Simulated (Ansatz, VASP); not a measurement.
MgO: VASP beside Ansatz

```xyz
2
Lattice="0.0000 2.1287 2.1287 2.1287 0.0000 2.1287 2.1287 2.1287 0.0000" Properties=species:S:1:pos:R:3 pbc="T T T"
Mg    0.0000    0.0000    0.0000
O     2.1287    2.1287    2.1287
```

Alike in both runs: task single point; functional PBE; k mesh 8 × 8 × 8; occupations gaussian, width 0.02 eV; no spin polarisation.

|  | VASP | Ansatz |
| --- | --- | --- |
| version | VASP 6.6.1 | Ansatz 0.2.0 |
| potentials or method | VASP PAW PBE potentials, release 64 (Mg, O), cutoff 600 eV | scalar-relativistic, plane waves, PAW |
| valence electrons in the cell | 8 | 16 |

```csv
,VASP,Ansatz,Ansatz less VASP
gap on the k mesh at the Fermi level (eV),4.42,4.44,+0.016
least direct gap on the mesh (eV),4.42,4.44,+0.016
pressure (GPa),-1.4,-0.4,+1.03
```

VASP's potentials hold 8 valence electrons a cell and Ansatz's 16, so a difference there can come from the potentials and not from the codes.
